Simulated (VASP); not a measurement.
# ZrC (Fm-3m) in VASP: notebook

The runs below take ZrC through single point, with PBE.

Program: VASP 6.6.1. These are calculated values, not measurements. Logs are shortened: lines on timing, memory, paths and dates and some standing lists are left out, and cuts for length are marked.

## (1) The cell of the first run

It takes space group Fm-3m (No. 225, cubic). Conventional cell: a = 4.533 Å, b = 4.533 Å, c = 4.533 Å, α = 90.00°, β = 90.00°, γ = 90.00°. Within 3.0 Å of Zr (site symmetry m-3m) lie 6 C at 2.27 Å. Within 3.0 Å of C (site symmetry m-3m) lie 6 Zr at 2.27 Å.

## (2) Single point, PBE

INCAR

```
PREC     = Accurate       # precision mode
ENCUT    = 520            # plane-wave cutoff, eV
EDIFF    = 1E-6           # SCF threshold, eV
ISMEAR   = -1             # smearing method
SIGMA    = 0.05           # smearing width, eV
LREAL    = F              # projectors in reciprocal space
LASPH    = T              # aspherical terms in the spheres
NELM     = 100            # most SCF steps
ALGO     = Normal         # electronic algorithm
ISIF     = 2              # what is computed and relaxed
LWAVE    = F              # write WAVECAR
LCHARG   = F              # write CHGCAR
GGA      = PE             # functional
NBANDS   = 15             # bands
```

KPOINTS

```
regular mesh
0
Gamma
  8 8 8
```

POSCAR

```
ZrC
1.0
    0.0000000000      2.2663415924      2.2663415924
    2.2663415924      0.0000000000      2.2663415924
    2.2663415924      2.2663415924      0.0000000000
Zr C
1 1
Direct
    0.5000000000      0.5000000000      0.5000000000
    0.0000000000      0.0000000000      0.0000000000
```

Potentials or basis: VASP PAW PBE potentials, release 64 (Zr_sv, C).

Started as:

```console
$ cat potpaw_PBE.64/Zr_sv/POTCAR potpaw_PBE.64/C/POTCAR > POTCAR
$ mpirun -np 1 vasp_std > vasp.out
```

OUTCAR:

```text
PREC = Accurate
   ENCUT = 520
   EDIFF = 1E-6
   ISMEAR = -1
   LREAL = F
   LASPH = T
   NELM = 100
   ISIF = 2
   GGA = PE

 ion  position               nearest neighbor table
   1  0.500  0.500  0.500-   2 2.27   2 2.27   2 2.27   2 2.27   2 2.27   2 2.27
   2  0.000  0.000  0.000-   1 2.27   1 2.27   1 2.27   1 2.27   1 2.27   1 2.27

  LATTYP: Found a face centered cubic cell.
 ALAT       =     4.5326831848

  Lattice vectors:

 A1 = (   0.0000000000,   2.2663415924,   2.2663415924)
 A2 = (   2.2663415924,   0.0000000000,   2.2663415924)
 A3 = (   2.2663415924,   2.2663415924,   0.0000000000)

Analysis of symmetry for initial positions (statically):
=====================================================================
 Subroutine PRICEL returns:
 Original cell was already a primitive cell.

 Routine SETGRP: Setting up the symmetry group for a
 face centered cubic supercell.

 Subroutine GETGRP returns: Found 48 space group operations
 (whereof 48 operations were pure point group operations)
 out of a pool of 48 trial point group operations.

The static configuration has the point symmetry O_h .

Analysis of symmetry for dynamics (positions and initial velocities):
=====================================================================
 Subroutine PRICEL returns:
 Original cell was already a primitive cell.

 Routine SETGRP: Setting up the symmetry group for a
 face centered cubic supercell.

 Subroutine GETGRP returns: Found 48 space group operations
 (whereof 48 operations were pure point group operations)
 out of a pool of 48 trial point group operations.

The dynamic configuration has the point symmetry O_h .

 Subroutine INISYM returns: Found 48 space group operations
 (whereof 48 operations are pure point group operations),
 and found     1 'primitive' translations

----------------------------------------------------------------------------------------

                                     Primitive cell

  volume of cell :      23.2812

  direct lattice vectors                    reciprocal lattice vectors
     0.000000000  2.266341592  2.266341592    -0.220619876  0.220619876  0.220619876
     2.266341592  0.000000000  2.266341592     0.220619876 -0.220619876  0.220619876
     2.266341592  2.266341592  0.000000000     0.220619876  0.220619876 -0.220619876

  length of vectors
     3.205091017  3.205091017  3.205091017     0.382124834  0.382124834  0.382124834

  position of ions in fractional coordinates (direct lattice)
     0.500000000  0.500000000  0.500000000
     0.000000000  0.000000000  0.000000000

  ion indices of the primitive-cell ions
   primitive index   ion index
                 1           1
                 2           2

----------------------------------------------------------------------------------------

 KPOINTS: regular mesh

Automatic generation of k-mesh.
 Grid dimensions read from file:
 generate k-points for:    8    8    8

 Generating k-lattice:

  Cartesian coordinates                     Fractional coordinates (reciprocal lattice)
    -0.027577484  0.027577484  0.027577484     0.125000000  0.000000000  0.000000000
     0.027577484 -0.027577484  0.027577484     0.000000000  0.125000000  0.000000000
     0.027577484  0.027577484 -0.027577484     0.000000000  0.000000000  0.125000000

  Length of vectors
     0.047765604  0.047765604  0.047765604

  Shift w.r.t. Gamma in fractional coordinates (k-lattice)
     0.000000000  0.000000000  0.000000000

 Subroutine IBZKPT returns following result:
 ===========================================

 Found     29 irreducible k-points:

 Following reciprocal coordinates:
            Coordinates               Weight
  0.000000  0.000000  0.000000      1.000000
  0.125000  0.000000  0.000000      8.000000
  0.250000  0.000000  0.000000      8.000000
  0.375000  0.000000  0.000000      8.000000
  0.500000  0.000000  0.000000      4.000000
  0.125000  0.125000  0.000000      6.000000
[... 16 lines left out ...]
  0.500000  0.250000  0.125000     48.000000
 -0.375000  0.250000  0.125000     24.000000
 [... further k-points ...]
   k-points           NKPTS =     29   k-points in BZ     NKDIM =     29   number of bands    NBANDS=     15
   number of dos      NEDOS =    301   number of ions     NIONS =      2
   total plane-waves  NPLWV =  13824
   dimension x,y,z NGX =    24 NGY =   24 NGZ =   24
   dimension x,y,z NGXF=    48 NGYF=   48 NGZF=   48
   ions per type =               1   1
   NGX,Y,Z   is equivalent  to a cutoff of  12.45, 12.45, 12.45 a.u.
   NGXF,Y,Z  is equivalent  to a cutoff of  24.90, 24.90, 24.90 a.u.
 SYSTEM =  unknown system
   PREC   = accura    normal or accurate (medium, high low for compatibility)
   ISTART =      0    job   : 0-new  1-cont  2-samecut
   ICHARG =      2    charge: 1-file 2-atom 10-const
   ISPIN  =      1    spin polarized calculation?
   LNONCOLLINEAR =      F non collinear calculations
   LSORBIT =      F    spin-orbit coupling
   LASPH  =      T    aspherical Exc in radial PAW
   ENCUT  =  520.0 eV  38.22 Ry    6.18 a.u.   5.96  5.96  5.96*2*pi/ulx,y,z
   NELM   =    100;   NELMIN=  2; NELMDL= -5     # of ELM steps
   EDIFF  = 0.1E-05   stopping-criterion for ELM
   LREAL  =      F    real-space projection
   EDIFFG = 0.1E-04   stopping-criterion for IOM
   NSW    =      0    number of steps for IOM
   IBRION =     -1    ionic relax: 0-MD 1-quasi-New 2-CG
   NFREE  =      0    steps in history (QN), initial steepest desc. (CG)
   ISIF   =      2    stress and relaxation
   ISYM   =      2    0-nonsym 1-usesym 2-fastsym
   POTIM  = 0.5000    time-step for ionic-motion
   TEBEG  =    0.0;   TEEND  =   0.0 temperature during run
   PSTRESS=    0.0 pullay stress
   NELECT =      16.0000    total number of electrons
   NUPDOWN=      -1.0000    fix difference up-down
   EMIN   =  10.00;   EMAX   =-10.00  energy-range for DOS
   EFERMI =   0.00;   METHOD = LEGACY
   ISMEAR =    -1;   SIGMA  =   0.05  broadening in eV -4-tet -1-fermi 0-gaus
   EFERMI_NEDOS =   21; number of points for ismear=-14 and -15
   IALGO  =     38    algorithm
   IMIX   =      4    mixing-type and parameters
     AMIX     =   0.40;   BMIX     =  1.00
     AMIX_MAG =   1.60;   BMIX_MAG =  1.00
  volume/ion in A,a.u.               =      11.64        78.55
  Fermi-wavevector in a.u.,A,eV,Ry     =   1.444706  2.730098 28.397743  2.087175
  Thomas-Fermi vector in A             =   2.562971
   LORBIT       =      0    0 simple, 1 ext, 2 COOP (PROOUT), +10 PAW based schemes
   GGA     = PE    functional components
   LHFCALC =     F    Hartree Fock is set to
   AEXX    =    0.0000 exact exchange contribution
   IVDW    =     0    specifies the selected vdW correction
   LEPSILON=     F    determine dielectric tensor
   LRPA    =     F    only Hartree local field effects (RPA)
 non-spin polarized calculation
  energy-cutoff  :      520.00
  volume of cell :       23.28
 maximum number of plane-waves:       638
   NGX = 11   NGY = 11   NGZ = 11

 number of electron      15.9999999 magnetization

 Free energy of the ion-electron system (eV)
  ---------------------------------------------------
  ext. energy  EPLUGINS =         0.00000000
  ---------------------------------------------------
  free energy    TOTEN  =       -19.19847743 eV

  energy without entropy =      -19.19577312  energy(sigma->0) =      -19.19712527

 E-fermi :  10.8901     XC(G=0): -12.6815

 val. band max:       10.8502371521   @ k =   0.3750   0.3750   0.0000
 cond. band min:      11.1178958264   @ k =   0.5000   0.5000   0.0000
 fundamental gap:      0.2676586743
 Fermi energy:        10.8901088955

 k-point     1 :       0.0000    0.0000    0.0000
  band No.  band energies     occupation
      1     -36.7799      2.00000
      2     -14.3955      2.00000
      3     -14.3955      2.00000
      4     -14.3955      2.00000
      5      -0.7468      2.00000
      6      11.8827      0.00000
      7      11.8827      0.00000
      8      11.8827      0.00000
      9      12.0386      0.00000
     10      12.0386      0.00000
     11      12.0386      0.00000
     12      14.0511      0.00000
     13      14.0511      0.00000
     14      19.5301      0.00000
     15      21.5807      0.00000

 k-point     2 :       0.1250    0.0000    0.0000
  band No.  band energies     occupation
      1     -36.7559      2.00000
      2     -14.5978      2.00000
      3     -14.4118      2.00000
      4     -14.4118      2.00000
      5      -0.3282      2.00000
      6      10.0664      2.00000
      7      10.4248      1.99982
      8      10.4248      1.99982
      9      12.6090      0.00000
     10      12.6090      0.00000
     11      13.1226      0.00000
     12      15.7759      0.00000
     13      15.7759      0.00000
     14      20.2041      0.00000
     15      22.6622      0.00000

 k-point     3 :       0.2500    0.0000    0.0000
  band No.  band energies     occupation
      1     -36.6975      2.00000
      2     -15.0575      2.00000
      3     -14.4505      2.00000
      4     -14.4505      2.00000
      5       0.7441      2.00000
      6       7.9855      2.00000
      7       8.9019      2.00000
      8       8.9019      2.00000
      9      13.7250      0.00000
     10      13.7250      0.00000
     11      13.9512      0.00000
     12      18.5123      0.00000
     13      18.5123      0.00000
     14      21.1580      0.00000
     15      24.9108      0.00000

 k-point     4 :       0.3750    0.0000    0.0000
  band No.  band energies     occupation
      1     -36.6383      2.00000
      2     -15.4842      2.00000
      3     -14.4887      2.00000
      4     -14.4887      2.00000
      5       2.0672      2.00000
      6       6.1669      2.00000
      7       7.9315      2.00000
      8       7.9315      2.00000
      9      15.1964      0.00000
     10      15.1964      0.00000
     11      15.2711      0.00000
     12      20.0072      0.00000
     13      21.0930      0.00000
     14      21.0930      0.00000
     15      26.3688      0.00000
[... 307 lines left out ...]
 k-point    22 :       0.3750    0.2500    0.1250
  band No.  band energies     occupation
      1     -36.6538      2.00000
      2     -15.1393      2.00000
      3     -14.6862      2.00000
      4     -14.5172      2.00000
      5       1.1162      2.00000
      6       7.0868      2.00000
      7       8.9885      2.00000
      8       9.0564      2.00000
      9      12.3342      0.00000
     10      15.7283      0.00000
     11      15.7765      0.00000
     12      16.9869      0.00000
     13      19.9069      0.00000
     14      22.7314      0.00000
     15      26.0060      0.00000

 k-point    23 :       0.5000    0.2500    0.1250
  band No.  band energies     occupation
      1     -36.6061      2.00000
      2     -15.3642      2.00000
      3     -14.8039      2.00000
      4     -14.5781      2.00000
      5       1.6935      2.00000
      6       6.6018      2.00000
      7       8.2642      2.00000
      8       8.6090      2.00000
      9      13.3905      0.00000
     10      16.1443      0.00000
     11      16.6378      0.00000
     12      18.5252      0.00000
     13      20.7303      0.00000
     14      22.8045      0.00000
     15      25.9287      0.00000

 k-point    24 :      -0.3750    0.2500    0.1250
  band No.  band energies     occupation
      1     -36.5862      2.00000
      2     -15.4610      2.00000
      3     -14.8342      2.00000
      4     -14.6156      2.00000
      5       1.9279      2.00000
      6       6.3686      2.00000
      7       8.2632      2.00000
      8       8.2846      2.00000
      9      14.6415      0.00000
     10      15.1484      0.00000
     11      16.8972      0.00000
     12      20.0921      0.00000
     13      20.8904      0.00000
     14      22.1971      0.00000
     15      25.9481      0.00000

 [... further k-points ...]
[... 5 lines left out ...]
  --------------------------------------------------------------------------------------
  -------------------------------------------------------------------------------------
  Total        4.6902380      4.6902380      4.6902380      0.0000000      0.0000000     -0.0000000
  in kB      322.7746064    322.7746064    322.7746064      0.0000000      0.0000000     -0.0000000
  external PRESSURE =     322.7746064 kB  Pullay stress =       0.0000000 kB

 VOLUME and BASIS-vectors are now :
 -----------------------------------------------------------------------------
  energy-cutoff  :      520.00
  volume of cell :       23.28
      direct lattice vectors                 reciprocal lattice vectors
     0.000000000  2.266341592  2.266341592    -0.220619876  0.220619876  0.220619876
     2.266341592  0.000000000  2.266341592     0.220619876 -0.220619876  0.220619876
     2.266341592  2.266341592  0.000000000     0.220619876  0.220619876 -0.220619876

 POSITION                                       TOTAL-FORCE (eV/Angst)
 -----------------------------------------------------------------------------------
      2.26634      2.26634      2.26634        -0.000000     -0.000000     -0.000000
      0.00000      0.00000      0.00000         0.000000      0.000000      0.000000
 -----------------------------------------------------------------------------------
    total drift:                                0.000000     -0.000000      0.000000

  FREE ENERGIE OF THE ION-ELECTRON SYSTEM (eV)
  ---------------------------------------------------
  free  energy   TOTEN  =       -19.1984774267 eV

  energy  without entropy=      -19.1957731193  energy(sigma->0) =      -19.19712527
```

It took 7.7 s on 1 thread of AMD EPYC 7R13 (Zen 3), shared host; peak memory 0.11 GiB.

Results:

```
Free energy            : -19.1985 eV
Pressure               : 32.3 GPa
Band gap on the k mesh : zero (band 8 reaches 11.88 eV, above the bottom of band 9 at 10.54 eV)
```

Levels at points of the mesh, in eV from the Fermi level:
```
           k point  band 4  band 5  band 6  band 7  band 8  band 9  band 10  band 11  band 12  band 13
(0.00, 0.00, 0.00)  -25.29  -11.64    0.99    0.99    0.99    1.15     1.15     1.15     3.16     3.16
(0.50, 0.00, 0.00)  -25.39   -7.99   -5.70   -3.29   -3.29    5.13     5.13     6.07     7.05    11.52
(0.50, 0.50, 0.00)  -25.70  -10.60   -2.11   -1.79    0.23    0.23     5.08     6.52     6.52     9.46
```

## (3) Single point, PBE

This run uses another cell than the first one, of 12.17 Å³/atom, 1.045 times its volume.

INCAR

```
SYSTEM = ZrC
  PREC = Accurate
  ENCUT = 520
  EDIFF = 1E-6
  ISMEAR = -1
  SIGMA = 0.05
  LREAL = .FALSE.
  LASPH = .TRUE.
  NELM = 80
  ALGO = Normal
  ISIF = 2
  LWAVE = .FALSE.
  LCHARG = .TRUE.
  GGA = PE
  LELF = .TRUE.
  LVHAR = .TRUE.
  NBANDS = 15
```

KPOINTS

```
Automatic mesh
0
G
  8 8 8
  0 0 0
```

POSCAR

```
ZrC
1.0
    0.0000000000      2.3001725740      2.3001725740
    2.3001725740      0.0000000000      2.3001725740
    2.3001725740      2.3001725740      0.0000000000
Zr C
1 1
Direct
    0.5000000000      0.5000000000      0.5000000000
    0.0000000000      0.0000000000      0.0000000000
```

Potentials or basis: VASP PAW PBE potentials, release 64 (Zr_sv, C).

Started as:

```console
$ cat potpaw_PBE.64/Zr_sv/POTCAR potpaw_PBE.64/C/POTCAR > POTCAR
$ mpirun -np 1 vasp_std > vasp.out
```

Wall time 8.2 s (1 thread of AMD EPYC 7R13 (Zen 3), shared host); peak memory 0.11 GiB.

Results (log left out):

- Free energy: -19.3641 eV
- Pressure: 18.2 GPa
- Band gap on the k mesh: zero (band 8 reaches 11.33 eV, above the bottom of band 9 at 10.00 eV)

Levels at points of the mesh, in eV from the Fermi level:
| k point | band 5 | band 6 | band 7 | band 8 | band 9 | band 10 | band 11 | band 12 |
| --- | --- | --- | --- | --- | --- | --- | --- | --- |
| (0.00, 0.00, 0.00) | -11.48 | 0.99 | 0.99 | 0.99 | 1.15 | 1.15 | 1.15 | 3.04 |
| (0.50, 0.00, 0.00) | -8.08 | -5.51 | -3.11 | -3.11 | 4.89 | 4.89 | 5.79 | 6.86 |
| (0.50, 0.50, 0.00) | -10.38 | -1.93 | -1.90 | 0.18 | 0.18 | 4.84 | 6.18 | 6.18 |
